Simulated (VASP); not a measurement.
# TaN (P-6m2) in VASP: a series of runs

TaN is run at these levels: r2SCAN; tasks: single point.

All numbers are computed with VASP 6.6.1; they aren't measurements. Logs are shortened: lines on timing, memory, paths and dates and some standing lists are left out, and cuts for length are marked.

### Step 1. The cell of the first run

Symmetry: P-6m2, No. 187, hexagonal system. The conventional cell has a = 2.936 Å, b = 2.936 Å, c = 2.885 Å, α = 90.00°, β = 90.00°, γ = 120.00°. Within 3.0 Å of Ta (site symmetry -6m2) lie 6 N at 2.23 Å and 8 Ta at 2.88 to 2.94 Å. N (site symmetry -6m2) has 6 Ta at 2.23 Å and 8 N at 2.88 to 2.94 Å within 3.0 Å.

### Step 2. Single point, r2SCAN

Input file POSCAR:

```
TaN
1.0
    2.9362710706     -0.0000000029      0.0000000000
   -1.4681355328      2.5428853410      0.0000000000
    0.0000000000      0.0000000000      2.8848997300
Ta N
1 1
Direct
    0.3333333333      0.6666666667      0.5000000000
    0.0000000000      0.0000000000      0.0000000000
```

Input file INCAR.step1:

```
ALGO = Normal
EDIFF = 1E-4
ENCUT = 520
GGA = PE
ISMEAR = -1
LASPH = True
LCHARG = False
LREAL = False
LWAVE = True
NBANDS = 15
NELM = 60
PREC = Accurate
SIGMA = 0.1
```

Input file INCAR.step2:

```
ALGO = Normal
EDIFF = 1E-7
ENCUT = 520
ISIF = 2
ISMEAR = -1
ISTART = 1
LASPH = True
LCHARG = False
LMIXTAU = True
LREAL = False
LWAVE = False
METAGGA = R2SCAN
NBANDS = 15
NELM = 60
PREC = Accurate
SIGMA = 0.1
```

Input file KPOINTS:

```
k-points
0
Gamma
  13 13 12
```

Potentials or basis: VASP PAW PBE potentials, release 64 (Ta_pv, N).

On the command line:

```sh
> cat potpaw_PBE.64/Ta_pv/POTCAR potpaw_PBE.64/N/POTCAR > POTCAR
> cp INCAR.step1 INCAR
> mpirun -np 1 vasp_std > vasp.out
> cp INCAR.step2 INCAR
> mpirun -np 1 vasp_std > vasp.out
```

OUTCAR:

```text
EDIFF = 1E-7
   ENCUT = 520
   ISIF = 2
   ISMEAR = -1
   ISTART = 1
   LASPH = True
   LREAL = False
   METAGGA = R2SCAN
   NELM = 60
   PREC = Accurate

 ion  position               nearest neighbor table
   1  0.333  0.667  0.500-   2 2.23   2 2.23   2 2.23   2 2.23   2 2.23   2 2.23
   2  0.000  0.000  0.000-   1 2.23   1 2.23   1 2.23   1 2.23   1 2.23   1 2.23

  LATTYP: Found a hexagonal cell.
 ALAT       =     2.9362710706
 C/A-ratio  =     0.9825045647

  Lattice vectors:

 A1 = (   2.9362710706,  -0.0000000029,   0.0000000000)
 A2 = (  -1.4681355328,   2.5428853410,   0.0000000000)
 A3 = (   0.0000000000,   0.0000000000,   2.8848997300)

Analysis of symmetry for initial positions (statically):
=====================================================================
 Subroutine PRICEL returns:
 Original cell was already a primitive cell.

 Routine SETGRP: Setting up the symmetry group for a
 hexagonal supercell.

 Subroutine GETGRP returns: Found 12 space group operations
 (whereof 12 operations were pure point group operations)
 out of a pool of 24 trial point group operations.

The static configuration has the point symmetry D_3h.

Analysis of symmetry for dynamics (positions and initial velocities):
=====================================================================
 Subroutine PRICEL returns:
 Original cell was already a primitive cell.

 Routine SETGRP: Setting up the symmetry group for a
 hexagonal supercell.

 Subroutine GETGRP returns: Found 12 space group operations
 (whereof 12 operations were pure point group operations)
 out of a pool of 24 trial point group operations.

The dynamic configuration has the point symmetry D_3h.

 Subroutine INISYM returns: Found 12 space group operations
 (whereof 12 operations are pure point group operations),
 and found     1 'primitive' translations

----------------------------------------------------------------------------------------

                                     Primitive cell

  volume of cell :      21.5404

  direct lattice vectors                    reciprocal lattice vectors
     2.936271071 -0.000000003  0.000000000     0.340568012  0.196627033  0.000000000
    -1.468135533  2.542885341  0.000000000     0.000000000  0.393254066  0.000000000
     0.000000000  0.000000000  2.884899730     0.000000000  0.000000000  0.346632498

  length of vectors
     2.936271071  2.936271071  2.884899730     0.393254066  0.393254066  0.346632498

  position of ions in fractional coordinates (direct lattice)
     0.333333333  0.666666667  0.500000000
     0.000000000  0.000000000  0.000000000

  ion indices of the primitive-cell ions
   primitive index   ion index
                 1           1
                 2           2

----------------------------------------------------------------------------------------

 KPOINTS: k-points

Automatic generation of k-mesh.
 Grid dimensions read from file:
 generate k-points for:   13   13   12

 Generating k-lattice:

  Cartesian coordinates                     Fractional coordinates (reciprocal lattice)
     0.026197539  0.015125156  0.000000000     0.076923077 -0.000000000  0.000000000
     0.000000000  0.030250313  0.000000000     0.000000000  0.076923077  0.000000000
     0.000000000  0.000000000  0.028886042     0.000000000  0.000000000  0.083333333

  Length of vectors
     0.030250313  0.030250313  0.028886042

  Shift w.r.t. Gamma in fractional coordinates (k-lattice)
     0.000000000  0.000000000  0.000000000

 Subroutine IBZKPT returns following result:
 ===========================================

 Found    147 irreducible k-points:

 Following reciprocal coordinates:
            Coordinates               Weight
  0.000000  0.000000  0.000000      1.000000
  0.076923  0.000000  0.000000      6.000000
  0.153846  0.000000  0.000000      6.000000
  0.230769  0.000000  0.000000      6.000000
  0.307692  0.000000  0.000000      6.000000
  0.384615  0.000000  0.000000      6.000000
[... 16 lines left out ...]
  0.076923  0.000000  0.083333     12.000000
  0.153846  0.000000  0.083333     12.000000
 [... further k-points ...]
   k-points           NKPTS =    147   k-points in BZ     NKDIM =    147   number of bands    NBANDS=     15
   number of dos      NEDOS =    301   number of ions     NIONS =      2
   total plane-waves  NPLWV =  13824
   dimension x,y,z NGX =    24 NGY =   24 NGZ =   24
   dimension x,y,z NGXF=    48 NGYF=   48 NGZF=   48
   ions per type =               1   1
   NGX,Y,Z   is equivalent  to a cutoff of  13.59, 13.59, 13.83 a.u.
   NGXF,Y,Z  is equivalent  to a cutoff of  27.18, 27.18, 27.66 a.u.
 SYSTEM =  unknown system
   PREC   = accura    normal or accurate (medium, high low for compatibility)
   ISTART =      1    job   : 0-new  1-cont  2-samecut
   ICHARG =      0    charge: 1-file 2-atom 10-const
   ISPIN  =      1    spin polarized calculation?
   LNONCOLLINEAR =      F non collinear calculations
   LSORBIT =      F    spin-orbit coupling
   LASPH  =      T    aspherical Exc in radial PAW
   ENCUT  =  520.0 eV  38.22 Ry    6.18 a.u.   5.46  5.46  5.36*2*pi/ulx,y,z
   NELM   =     60;   NELMIN=  2; NELMDL=  0     # of ELM steps
   EDIFF  = 0.1E-06   stopping-criterion for ELM
   LREAL  =      F    real-space projection
   EDIFFG = 0.1E-05   stopping-criterion for IOM
   NSW    =      0    number of steps for IOM
   IBRION =     -1    ionic relax: 0-MD 1-quasi-New 2-CG
   NFREE  =      0    steps in history (QN), initial steepest desc. (CG)
   ISIF   =      2    stress and relaxation
   ISYM   =      2    0-nonsym 1-usesym 2-fastsym
   POTIM  = 0.5000    time-step for ionic-motion
   TEBEG  =    0.0;   TEEND  =   0.0 temperature during run
   PSTRESS=    0.0 pullay stress
   NELECT =      16.0000    total number of electrons
   NUPDOWN=      -1.0000    fix difference up-down
   EMIN   =  10.00;   EMAX   =-10.00  energy-range for DOS
   EFERMI =   0.00;   METHOD = LEGACY
   ISMEAR =    -1;   SIGMA  =   0.10  broadening in eV -4-tet -1-fermi 0-gaus
   EFERMI_NEDOS =   21; number of points for ismear=-14 and -15
   IALGO  =     38    algorithm
   IMIX   =      4    mixing-type and parameters
     AMIX     =   0.40;   BMIX     =  1.00
     AMIX_MAG =   1.60;   BMIX_MAG =  1.00
  volume/ion in A,a.u.               =      10.77        72.68
  Fermi-wavevector in a.u.,A,eV,Ry     =   1.482621  2.801748 29.907869  2.198166
  Thomas-Fermi vector in A             =   2.596385
   LORBIT       =      0    0 simple, 1 ext, 2 COOP (PROOUT), +10 PAW based schemes
   METAGGA = R2SCAN    functional components
   LHFCALC =     F    Hartree Fock is set to
   AEXX    =    0.0000 exact exchange contribution
   IVDW    =     0    specifies the selected vdW correction
   LEPSILON=     F    determine dielectric tensor
   LRPA    =     F    only Hartree local field effects (RPA)
 non-spin polarized calculation
  energy-cutoff  :      520.00
  volume of cell :       21.54
 maximum number of plane-waves:       599
 NGX is ok and might be reduce to    24
   NGX = 11   NGY = 11   NGZ = 11

 number of electron      16.0000001 magnetization

 Free energy of the ion-electron system (eV)
  ---------------------------------------------------
  ext. energy  EPLUGINS =         0.00000000
  ---------------------------------------------------
  free energy    TOTEN  =       -60.39656118 eV

  energy without entropy =      -60.39453044  energy(sigma->0) =      -60.39554581

 E-fermi :   8.2112     XC(G=0): -14.3514

 val. band max:        8.2111641559   @ k =   0.0000   0.0000   0.4167
 cond. band min:       8.3531102359   @ k =   0.0769   0.0000   0.5000
 fundamental gap:      0.1419460801
 Fermi energy:         8.2112086045

 k-point     1 :       0.0000    0.0000    0.0000
  band No.  band energies     occupation
      1     -27.9188      2.00000
      2     -27.6541      2.00000
      3     -27.6541      2.00000
      4     -10.5877      2.00000
      5       3.4023      2.00000
      6       3.4023      2.00000
      7       3.8225      2.00000
      8       5.0694      2.00000
      9      10.7255      0.00000
     10      11.9728      0.00000
     11      11.9728      0.00000
     12      12.4530      0.00000
     13      12.4530      0.00000
     14      18.8310      0.00000
     15      22.2572      0.00000

 k-point     2 :       0.0769    0.0000    0.0000
  band No.  band energies     occupation
      1     -27.9105      2.00000
      2     -27.7209      2.00000
      3     -27.6682      2.00000
      4     -10.4641      2.00000
      5       3.0324      2.00000
      6       3.4974      2.00000
      7       3.9924      2.00000
      8       4.8905      2.00000
      9      11.1834      0.00000
     10      11.7197      0.00000
     11      11.9920      0.00000
     12      12.3883      0.00000
     13      12.6235      0.00000
     14      18.8311      0.00000
     15      22.2180      0.00000

 k-point     3 :       0.1538    0.0000    0.0000
  band No.  band energies     occupation
      1     -27.9023      2.00000
      2     -27.8871      2.00000
      3     -27.7071      2.00000
      4     -10.1195      2.00000
      5       2.2122      2.00000
      6       3.7550      2.00000
      7       4.4022      2.00000
      8       4.4397      2.00000
      9      11.0651      0.00000
     10      12.0812      0.00000
     11      12.2136      0.00000
     12      12.3513      0.00000
     13      13.0204      0.00000
     14      18.8310      0.00000
     15      22.1547      0.00000

 k-point     4 :       0.2308    0.0000    0.0000
  band No.  band energies     occupation
      1     -28.1492      2.00000
      2     -27.8541      2.00000
      3     -27.7615      2.00000
      4      -9.6256      2.00000
      5       1.3052      2.00000
      6       3.8860      2.00000
      7       4.0995      2.00000
      8       4.8503      2.00000
      9      10.5776      0.00000
     10      11.9784      0.00000
     11      12.3110      0.00000
     12      13.4176      0.00000
     13      13.6191      0.00000
     14      18.8310      0.00000
     15      22.2482      0.00000
[... 307 lines left out ...]
 k-point    22 :       0.0000    0.0000    0.0833
  band No.  band energies     occupation
      1     -27.9871      2.00000
      2     -27.6486      2.00000
      3     -27.6486      2.00000
      4     -10.4411      2.00000
      5       3.2300      2.00000
      6       3.4605      2.00000
      7       3.4605      2.00000
      8       5.5729      2.00000
      9      10.9906      0.00000
     10      11.0903      0.00000
     11      11.0903      0.00000
     12      13.0772      0.00000
     13      13.0772      0.00000
     14      18.8311      0.00000
     15      22.5675      0.00000

 k-point    23 :       0.0769    0.0000    0.0833
  band No.  band energies     occupation
      1     -27.9784      2.00000
      2     -27.7147      2.00000
      3     -27.6627      2.00000
      4     -10.3237      2.00000
      5       3.0990      2.00000
      6       3.3240      2.00000
      7       3.5458      2.00000
      8       5.4606      2.00000
      9      11.0236      0.00000
     10      11.0738      0.00000
     11      11.4614      0.00000
     12      13.0843      0.00000
     13      13.0866      0.00000
     14      18.8311      0.00000
     15      22.3900      0.00000

 k-point    24 :       0.1538    0.0000    0.0833
  band No.  band energies     occupation
      1     -27.9575      2.00000
      2     -27.8908      2.00000
      3     -27.7014      2.00000
      4      -9.9975      2.00000
      5       2.2812      2.00000
      6       3.4764      2.00000
      7       3.7720      2.00000
      8       5.2549      2.00000
      9      10.8817      0.00000
     10      11.0718      0.00000
     11      12.2561      0.00000
     12      13.0979      0.00000
     13      13.4422      0.00000
     14      18.8311      0.00000
     15      22.0860      0.00000

 [... further k-points ...]

------------------------ aborting loop because EDIFF is reached ----------------------------------------

  FORCE on cell =-STRESS in cart. coord.  units (eV):
  Direction    XX          YY          ZZ          XY          YZ          ZX
  --------------------------------------------------------------------------------------
  -------------------------------------------------------------------------------------
  Total        0.1982692      0.1982692      0.2248938     -0.0000000     -0.0000000      0.0000000
  in kB       14.7472911     14.7472911     16.7276268     -0.0000000     -0.0000000      0.0000000
  external PRESSURE =      15.4074030 kB  Pullay stress =       0.0000000 kB

 VOLUME and BASIS-vectors are now :
 -----------------------------------------------------------------------------
  energy-cutoff  :      520.00
  volume of cell :       21.54
      direct lattice vectors                 reciprocal lattice vectors
     2.936271071 -0.000000003  0.000000000     0.340568012  0.196627033  0.000000000
    -1.468135533  2.542885341  0.000000000     0.000000000  0.393254066  0.000000000
     0.000000000  0.000000000  2.884899730     0.000000000  0.000000000  0.346632498

 POSITION                                       TOTAL-FORCE (eV/Angst)
 -----------------------------------------------------------------------------------
      0.00000      1.69526      1.44245        -0.000000      0.000000      0.000000
      0.00000      0.00000      0.00000         0.000000     -0.000000      0.000000
 -----------------------------------------------------------------------------------
    total drift:                                0.000001     -0.000000     -0.000000

  FREE ENERGIE OF THE ION-ELECTRON SYSTEM (eV)
  ---------------------------------------------------
  free  energy   TOTEN  =       -60.3965611809 eV

  energy  without entropy=      -60.3945304437  energy(sigma->0) =      -60.39554581
```

It took 3.3 min on 1 thread of Intel Xeon 8259CL, shared host; peak memory 0.18 GiB.

Results:

```
Free energy            : -60.3966 eV
Pressure               : 1.5 GPa
Band gap on the k mesh : zero (bands 8 and 9 overlap by 0.37 eV)
```

Caveat: the PAW data sets were made with another functional, which shifts forces and pressure a little; spin-orbit coupling is left out, which moves the levels of the heavy elements.

### Step 3. Single point, r2SCAN

This run uses another cell than the first one, of 10.99 Å³/atom.

Input file POSCAR:

```
TaN
1.0
    2.9557171402      0.0000000000      0.0000000000
   -1.4778585701      2.5597261298      0.0000000000
    0.0000000000      0.0000000000      2.9040055800
Ta N
1 1
Direct
    0.3333333333      0.6666666667      0.5000000000
    0.0000000000      0.0000000000      0.0000000000
```

Input file INCAR.step1:

```
SYSTEM = TaN
PREC     = Accurate       ! precision mode
ENCUT    = 520            ! plane-wave cutoff, eV
ISMEAR   = -1             ! smearing method
SIGMA    = 0.1            ! smearing width, eV
LREAL    = .FALSE.        ! projectors in reciprocal space
LASPH    = .TRUE.         ! aspherical terms in the spheres
NELM     = 60             ! most SCF steps
NBANDS   = 15             ! bands
GGA      = PE             ! functional
ALGO     = Normal         ! electronic algorithm
EDIFF    = 1E-4           ! SCF threshold, eV
LWAVE    = .TRUE.         ! write WAVECAR
LCHARG   = .FALSE.        ! write CHGCAR
```

Input file INCAR.step2:

```
SYSTEM = TaN
PREC     = Accurate       ! precision mode
ENCUT    = 520            ! plane-wave cutoff, eV
EDIFF    = 1E-6           ! SCF threshold, eV
ISMEAR   = -1             ! smearing method
SIGMA    = 0.1            ! smearing width, eV
LREAL    = .FALSE.        ! projectors in reciprocal space
LASPH    = .TRUE.         ! aspherical terms in the spheres
NELM     = 60             ! most SCF steps
ALGO     = Normal         ! electronic algorithm
ISIF     = 2              ! what is computed and relaxed
LWAVE    = .FALSE.        ! write WAVECAR
LCHARG   = .FALSE.        ! write CHGCAR
METAGGA  = R2SCAN         ! meta-GGA
LMIXTAU  = .TRUE.       
NBANDS   = 15             ! bands
ISTART   = 1
```

Input file KPOINTS:

```
Automatic mesh
0
G
  13 13 12
  0 0 0
```

Potentials or basis: VASP PAW PBE potentials, release 64 (Ta_pv, N).

On the command line:

```sh
> cat potpaw_PBE.64/Ta_pv/POTCAR potpaw_PBE.64/N/POTCAR > POTCAR
> cp INCAR.step1 INCAR
> mpirun -np 1 vasp_std > vasp.out
> cp INCAR.step2 INCAR
> mpirun -np 1 vasp_std > vasp.out
```

Wall time 3.2 min (1 thread of Intel Xeon 8259CL, shared host); peak memory 0.18 GiB.

The run converged. Its results:

| Item | Value |
| --- | --- |
| Free energy | -60.3916 eV |
| Pressure | -5.4 GPa |
| Band gap on the k mesh | zero (bands 8 and 9 overlap by 0.36 eV) |

Stress tensor (GPa, compression positive):
```
-5.23  0.00  0.00
 0.00 -5.23  0.00
 0.00  0.00 -5.81
```

Levels at points of the mesh, in eV from the Fermi level:
```csv
k point,band 5,band 6,band 7,band 8,band 9,band 10,band 11,band 12
"(0.00, 0.00, 0.00)",-4.72,-4.72,-4.30,-3.12,2.36,3.67,3.67,4.13
"(0.00, 0.00, 0.50)",-9.59,-3.88,-3.88,-0.07,-0.07,2.32,3.58,3.58
```

Caveat: the cell stands under tension; the PAW data sets were made with another functional, which shifts forces and pressure a little; spin-orbit coupling is left out, which moves the levels of the heavy elements.

The gap in the log of VASP goes by the Fermi energy; the results here count the filled bands.